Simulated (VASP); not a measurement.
**LiF: single point with HSE06**

Crystal: LiF.

```xyz
2
Lattice="0.0000 2.0348 1.9697 2.0348 0.0000 1.9697 2.0348 2.0348 0.0000" Properties=species:S:1:pos:R:3 pbc="T T T"
Li    0.0000    0.0000    0.0000
F     2.0348    2.0348    1.9697
```

This cell differs from its parent crystal: epitaxial xy strain +2.0%.

```
Program             : VASP 6.6.1
Task                : single point
Functional          : HSE06
Potentials or basis : VASP PAW PBE potentials, release 64 (Li_sv, F)
Cutoff              : 520 eV
k mesh              : 8 × 8 × 8
Occupations         : gaussian, width 0.01 eV
Spin                : no spin polarisation
```

```
Band gap on the k mesh : 11.37 eV
```

Levels at points of the mesh, in eV from the valence-band top:
```csv
k point,band 3,band 4,band 5,band 6,band 7,band 8
"(0.00, 0.00, 0.00)",-0.09,0.00,0.00,11.37,26.34,26.34
"(0.50, 0.00, 0.00)",-2.69,-0.31,-0.25,13.08,19.38,21.08
"(0.50, 0.50, 0.00)",-3.15,-1.15,-1.15,17.81,18.44,20.02
"(0.50, 0.00, 0.50)",-3.17,-1.16,-0.94,17.19,18.91,19.96
```

Run time: 49 min on 1 thread of Oxide Virtual Turin-like Processor, with other jobs on the host, peak memory 0.22 GiB.

Caveat: the cell differs from its parent crystal (epitaxial xy strain +2.0%). A k mesh can miss the band edges.
